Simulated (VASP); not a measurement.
A run of VASP 6.6.1:

The input POSCAR:

```
Hf
1.0
    3.1987335297      0.0000000000      0.0000000000
   -1.5993667648      2.7701844966      0.0000000000
    0.0000000000      0.0000000000      5.0505021987
Hf
2
Direct
    0.3333333333      0.6666666667      0.2500000000
    0.6666666667      0.3333333333      0.7500000000
```

Contents of INCAR.step1:

```
SYSTEM = Hf
ALGO = Normal ; EDIFF = 1E-4
ENCUT = 520 ; GGA = PE
ISMEAR = 0 ; LASPH = .TRUE.
LCHARG = .FALSE. ; LREAL = .FALSE.
LWAVE = .TRUE. ; NBANDS = 17
NELM = 60 ; PREC = Accurate
SIGMA = 0.3
```

INCAR.step2

```
SYSTEM = Hf
ALGO = Normal ; EDIFF = 1E-6
ENCUT = 520 ; ISIF = 2
ISMEAR = 0 ; ISTART = 1
LASPH = .TRUE. ; LCHARG = .TRUE.
LELF = .TRUE. ; LMIXTAU = .TRUE.
LREAL = .FALSE. ; LVHAR = .TRUE.
LWAVE = .FALSE. ; METAGGA = R2SCAN
NBANDS = 17 ; NELM = 60
PREC = Accurate ; SIGMA = 0.3
```

KPOINTS

```
k-points
0
G
  11 11 6
  0 0 0
```

Potentials or basis: VASP PAW PBE potentials, release 64 (Hf_pv).

Launch:

```sh
$ cat potpaw_PBE.64/Hf_pv/POTCAR > POTCAR
$ cp INCAR.step1 INCAR
$ mpirun -np 1 vasp_std > vasp.out
$ cp INCAR.step2 INCAR
$ mpirun -np 1 vasp_std > vasp.out
```

Hardware: 1 thread of AMD EPYC 9R45 96-Core Processor (Zen 5), with other jobs on the host.

**Question.** Estimate the wall time of this run.

**Answer.** Wall time 110 s on 1 thread of AMD EPYC 9R45 96-Core Processor (Zen 5) (shared host), peak memory 0.16 GiB. Counts: k points 64.
